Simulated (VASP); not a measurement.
# RbCl (Fm-3m) in VASP: single point with PBE

Aim: the single point of RbCl with PBE.

Everything below comes from runs of VASP 6.6.1. Logs are shortened: lines on timing, memory, paths and dates and some standing lists are left out, and cuts for length are marked.

## 1. The cell of the first run

The structure is cubic, space group Fm-3m (No. 225). The conventional cell has a = 6.591 Å, b = 6.591 Å, c = 6.591 Å, α = 90.00°, β = 90.00°, γ = 90.00°. Rb (site symmetry m-3m) has 6 Cl at 3.30 Å within 4.3 Å. Within 4.3 Å of Cl (site symmetry m-3m) lie 6 Rb at 3.30 Å.

## 2. Single point, PBE (volume scaled by 1.02)

Input file INCAR:

```
SYSTEM = RbCl
PREC     = Accurate       ! precision mode
ENCUT    = 500            ! plane-wave cutoff, eV
EDIFF    = 1E-6           ! SCF threshold, eV
ISMEAR   = -1             ! smearing method
SIGMA    = 0.03           ! smearing width, eV
LREAL    = .False.        ! projectors in reciprocal space
LASPH    = .True.         ! aspherical terms in the spheres
NELM     = 120            ! most SCF steps
ALGO     = Normal         ! electronic algorithm
ISIF     = 2              ! what is computed and relaxed
LWAVE    = .False.        ! write WAVECAR
LCHARG   = .False.        ! write CHGCAR
GGA      = PE             ! functional
NBANDS   = 15             ! bands
GGA_COMPAT= .False.
```

Input file KPOINTS:

```
regular mesh
0
Gamma
  6 6 6
  0 0 0
```

Input file POSCAR:

```
RbCl
1.0
    0.0000000000      3.2956827511      3.2956827511
    3.2956827511      0.0000000000      3.2956827511
    3.2956827511      3.2956827511      0.0000000000
Rb Cl
1 1
Direct
    0.0000000000      0.0000000000      0.0000000000
    0.5000000000      0.5000000000      0.5000000000
```

Potentials or basis: VASP PAW PBE potentials, release 64 (Rb_sv, Cl).

Started as:

```
$ cat potpaw_PBE.64/Rb_sv/POTCAR potpaw_PBE.64/Cl/POTCAR > POTCAR
$ mpirun -np 1 vasp_std > vasp.out
```

OUTCAR:

```text
SYSTEM = RbCl
   PREC = Accurate
   ENCUT = 500
   EDIFF = 1E-6
   ISMEAR = -1
   LREAL = .False.
   LASPH = .True.
   NELM = 120
   ISIF = 2
   GGA = PE

 ion  position               nearest neighbor table
   1  0.000  0.000  0.000-   2 3.30   2 3.30   2 3.30   2 3.30   2 3.30   2 3.30
   2  0.500  0.500  0.500-   1 3.30   1 3.30   1 3.30   1 3.30   1 3.30   1 3.30

  LATTYP: Found a face centered cubic cell.
 ALAT       =     6.5913655022

  Lattice vectors:

 A1 = (   0.0000000000,   3.2956827511,   3.2956827511)
 A2 = (   3.2956827511,   0.0000000000,   3.2956827511)
 A3 = (   3.2956827511,   3.2956827511,   0.0000000000)

Analysis of symmetry for initial positions (statically):
=====================================================================
 Subroutine PRICEL returns:
 Original cell was already a primitive cell.

 Routine SETGRP: Setting up the symmetry group for a
 face centered cubic supercell.

 Subroutine GETGRP returns: Found 48 space group operations
 (whereof 48 operations were pure point group operations)
 out of a pool of 48 trial point group operations.

The static configuration has the point symmetry O_h .

Analysis of symmetry for dynamics (positions and initial velocities):
=====================================================================
 Subroutine PRICEL returns:
 Original cell was already a primitive cell.

 Routine SETGRP: Setting up the symmetry group for a
 face centered cubic supercell.

 Subroutine GETGRP returns: Found 48 space group operations
 (whereof 48 operations were pure point group operations)
 out of a pool of 48 trial point group operations.

The dynamic configuration has the point symmetry O_h .

 Subroutine INISYM returns: Found 48 space group operations
 (whereof 48 operations are pure point group operations),
 and found     1 'primitive' translations

----------------------------------------------------------------------------------------

                                     Primitive cell

  volume of cell :      71.5923

  direct lattice vectors                    reciprocal lattice vectors
     0.000000000  3.295682751  3.295682751    -0.151713632  0.151713632  0.151713632
     3.295682751  0.000000000  3.295682751     0.151713632 -0.151713632  0.151713632
     3.295682751  3.295682751  0.000000000     0.151713632  0.151713632 -0.151713632

  length of vectors
     4.660799244  4.660799244  4.660799244     0.262775719  0.262775719  0.262775719

  position of ions in fractional coordinates (direct lattice)
     0.000000000  0.000000000  0.000000000
     0.500000000  0.500000000  0.500000000

  ion indices of the primitive-cell ions
   primitive index   ion index
                 1           1
                 2           2

----------------------------------------------------------------------------------------

 KPOINTS: regular mesh

Automatic generation of k-mesh.
 Grid dimensions read from file:
 generate k-points for:    6    6    6

 Generating k-lattice:

  Cartesian coordinates                     Fractional coordinates (reciprocal lattice)
    -0.025285605  0.025285605  0.025285605     0.166666667  0.000000000  0.000000000
     0.025285605 -0.025285605  0.025285605     0.000000000  0.166666667  0.000000000
     0.025285605  0.025285605 -0.025285605     0.000000000  0.000000000  0.166666667

  Length of vectors
     0.043795953  0.043795953  0.043795953

  Shift w.r.t. Gamma in fractional coordinates (k-lattice)
     0.000000000  0.000000000  0.000000000

 Subroutine IBZKPT returns following result:
 ===========================================

 Found     16 irreducible k-points:

 Following reciprocal coordinates:
            Coordinates               Weight
  0.000000  0.000000  0.000000      1.000000
  0.166667  0.000000  0.000000      8.000000
  0.333333  0.000000  0.000000      8.000000
  0.500000  0.000000  0.000000      4.000000
  0.166667  0.166667  0.000000      6.000000
  0.333333  0.166667  0.000000     24.000000
[... 8 lines left out ...]
 -0.333333  0.333333  0.166667     24.000000
 -0.333333  0.500000  0.166667     12.000000
   k-points           NKPTS =     16   k-points in BZ     NKDIM =     16   number of bands    NBANDS=     15
   number of dos      NEDOS =    301   number of ions     NIONS =      2
   total plane-waves  NPLWV =  46656
   dimension x,y,z NGX =    36 NGY =   36 NGZ =   36
   dimension x,y,z NGXF=    72 NGYF=   72 NGZF=   72
   ions per type =               1   1
   NGX,Y,Z   is equivalent  to a cutoff of  12.84, 12.84, 12.84 a.u.
   NGXF,Y,Z  is equivalent  to a cutoff of  25.68, 25.68, 25.68 a.u.
 SYSTEM =  RbCl
   PREC   = accura    normal or accurate (medium, high low for compatibility)
   ISTART =      0    job   : 0-new  1-cont  2-samecut
   ICHARG =      2    charge: 1-file 2-atom 10-const
   ISPIN  =      1    spin polarized calculation?
   LNONCOLLINEAR =      F non collinear calculations
   LSORBIT =      F    spin-orbit coupling
   LASPH  =      T    aspherical Exc in radial PAW
   ENCUT  =  500.0 eV  36.75 Ry    6.06 a.u.   8.50  8.50  8.50*2*pi/ulx,y,z
   NELM   =    120;   NELMIN=  2; NELMDL= -5     # of ELM steps
   EDIFF  = 0.1E-05   stopping-criterion for ELM
   LREAL  =      F    real-space projection
   EDIFFG = 0.1E-04   stopping-criterion for IOM
   NSW    =      0    number of steps for IOM
   IBRION =     -1    ionic relax: 0-MD 1-quasi-New 2-CG
   NFREE  =      0    steps in history (QN), initial steepest desc. (CG)
   ISIF   =      2    stress and relaxation
   ISYM   =      2    0-nonsym 1-usesym 2-fastsym
   POTIM  = 0.5000    time-step for ionic-motion
   TEBEG  =    0.0;   TEEND  =   0.0 temperature during run
   PSTRESS=    0.0 pullay stress
   NELECT =      16.0000    total number of electrons
   NUPDOWN=      -1.0000    fix difference up-down
   EMIN   =  10.00;   EMAX   =-10.00  energy-range for DOS
   EFERMI =   0.00;   METHOD = LEGACY
   ISMEAR =    -1;   SIGMA  =   0.03  broadening in eV -4-tet -1-fermi 0-gaus
   EFERMI_NEDOS =   21; number of points for ismear=-14 and -15
   IALGO  =     38    algorithm
   IMIX   =      4    mixing-type and parameters
     AMIX     =   0.40;   BMIX     =  1.00
     AMIX_MAG =   1.60;   BMIX_MAG =  1.00
  volume/ion in A,a.u.               =      35.80       241.56
  Fermi-wavevector in a.u.,A,eV,Ry     =   0.993481  1.877406 13.429003  0.987004
  Thomas-Fermi vector in A             =   2.125365
   LORBIT       =      0    0 simple, 1 ext, 2 COOP (PROOUT), +10 PAW based schemes
   GGA     = PE    functional components
   LHFCALC =     F    Hartree Fock is set to
   AEXX    =    0.0000 exact exchange contribution
   IVDW    =     0    specifies the selected vdW correction
   LEPSILON=     F    determine dielectric tensor
   LRPA    =     F    only Hartree local field effects (RPA)
 non-spin polarized calculation
  energy-cutoff  :      500.00
  volume of cell :       71.59
 maximum number of plane-waves:      1853
 NGX is ok and might be reduce to    36
   NGX = 17   NGY = 17   NGZ = 17

 number of electron      16.0000002 magnetization

 Free energy of the ion-electron system (eV)
  ---------------------------------------------------
  ext. energy  EPLUGINS =         0.00000000
  ---------------------------------------------------
  free energy    TOTEN  =        -6.66685538 eV

  energy without entropy =       -6.66685538  energy(sigma->0) =       -6.66685538

 E-fermi :  -1.2552     XC(G=0):  -7.3334

 val. band max:       -1.8951949457   @ k =   0.0000   0.0000   0.0000
 cond. band min:       3.0878095657   @ k =   0.0000   0.0000   0.0000
 fundamental gap:      4.9830045115
 Fermi energy:        -1.2551914803

 k-point     1 :       0.0000    0.0000    0.0000
  band No.  band energies     occupation
      1     -25.8285      2.00000
      2     -13.8892      2.00000
      3      -9.8774      2.00000
      4      -9.8774      2.00000
      5      -9.8774      2.00000
      6      -1.8952      2.00000
      7      -1.8952      2.00000
      8      -1.8952      2.00000
      9       3.0878      0.00000
     10       6.0957      0.00000
     11       6.0957      0.00000
     12       6.0957      0.00000
     13       7.0760      0.00000
     14       7.0760      0.00000
     15      10.1988      0.00000

 k-point     2 :       0.1667    0.0000    0.0000
  band No.  band energies     occupation
      1     -25.8246      2.00000
      2     -13.9046      2.00000
      3      -9.8805      2.00000
      4      -9.8805      2.00000
      5      -9.8709      2.00000
      6      -2.1490      2.00000
      7      -1.9835      2.00000
      8      -1.9835      2.00000
      9       3.7052      0.00000
     10       5.9244      0.00000
     11       6.4388      0.00000
     12       6.4388      0.00000
     13       7.4796      0.00000
     14       7.4796      0.00000
     15      11.2513      0.00000

 k-point     3 :       0.3333    0.0000    0.0000
  band No.  band energies     occupation
      1     -25.8168      2.00000
      2     -13.9351      2.00000
      3      -9.8866      2.00000
      4      -9.8866      2.00000
      5      -9.8583      2.00000
      6      -2.5690      2.00000
      7      -2.1506      2.00000
      8      -2.1506      2.00000
      9       5.0384      0.00000
     10       5.9131      0.00000
     11       7.3847      0.00000
     12       7.3847      0.00000
     13       8.5040      0.00000
     14       8.5040      0.00000
     15      10.9212      0.00000
[... 199 lines left out ...]
 k-point    15 :      -0.3333    0.3333    0.1667
  band No.  band energies     occupation
      1     -25.8095      2.00000
      2     -13.8933      2.00000
      3     -10.0137      2.00000
      4     -10.0068      2.00000
      5      -9.8683      2.00000
      6      -2.4331      2.00000
      7      -2.1632      2.00000
      8      -2.1576      2.00000
      9       5.8008      0.00000
     10       5.8649      0.00000
     11       7.6291      0.00000
     12       7.7085      0.00000
     13       9.0960      0.00000
     14       9.6898      0.00000
     15      10.1164      0.00000

 k-point    16 :      -0.3333    0.5000    0.1667
  band No.  band energies     occupation
      1     -25.8084      2.00000
      2     -13.8658      2.00000
      3     -10.0918      2.00000
      4     -10.0151      2.00000
      5      -9.8939      2.00000
      6      -2.2513      2.00000
      7      -2.1808      2.00000
      8      -2.0738      2.00000
      9       5.0096      0.00000
     10       6.6519      0.00000
     11       6.8917      0.00000
     12       7.9327      0.00000
     13       8.9390      0.00000
     14       9.8389      0.00000
     15      10.3478      0.00000

------------------------ aborting loop because EDIFF is reached ----------------------------------------

  FORCE on cell =-STRESS in cart. coord.  units (eV):
  Direction    XX          YY          ZZ          XY          YZ          ZX
  --------------------------------------------------------------------------------------
  -------------------------------------------------------------------------------------
  Total        0.3459943      0.3459943      0.3459943      0.0000000      0.0000000     -0.0000000
  in kB        7.7430728      7.7430728      7.7430728      0.0000000      0.0000000     -0.0000000
  external PRESSURE =       7.7430728 kB  Pullay stress =       0.0000000 kB

 VOLUME and BASIS-vectors are now :
 -----------------------------------------------------------------------------
  energy-cutoff  :      500.00
  volume of cell :       71.59
      direct lattice vectors                 reciprocal lattice vectors
     0.000000000  3.295682751  3.295682751    -0.151713632  0.151713632  0.151713632
     3.295682751  0.000000000  3.295682751     0.151713632 -0.151713632  0.151713632
     3.295682751  3.295682751  0.000000000     0.151713632  0.151713632 -0.151713632

 POSITION                                       TOTAL-FORCE (eV/Angst)
 -----------------------------------------------------------------------------------
      0.00000      0.00000      0.00000        -0.000000      0.000000      0.000000
      3.29568      3.29568      3.29568         0.000000     -0.000000     -0.000000
 -----------------------------------------------------------------------------------
    total drift:                                0.000000      0.000000      0.000000

  FREE ENERGIE OF THE ION-ELECTRON SYSTEM (eV)
  ---------------------------------------------------
  free  energy   TOTEN  =        -6.6668553781 eV

  energy  without entropy=       -6.6668553781  energy(sigma->0) =       -6.66685538
```

Run time: 30 s. Hardware: 1 thread of AMD EPYC 7R13, shared host; peak memory 0.17 GiB.

What came out:

```
Free energy            : -6.6669 eV
Pressure               : 0.8 GPa
Band gap on the k mesh : 4.98 eV, direct
```
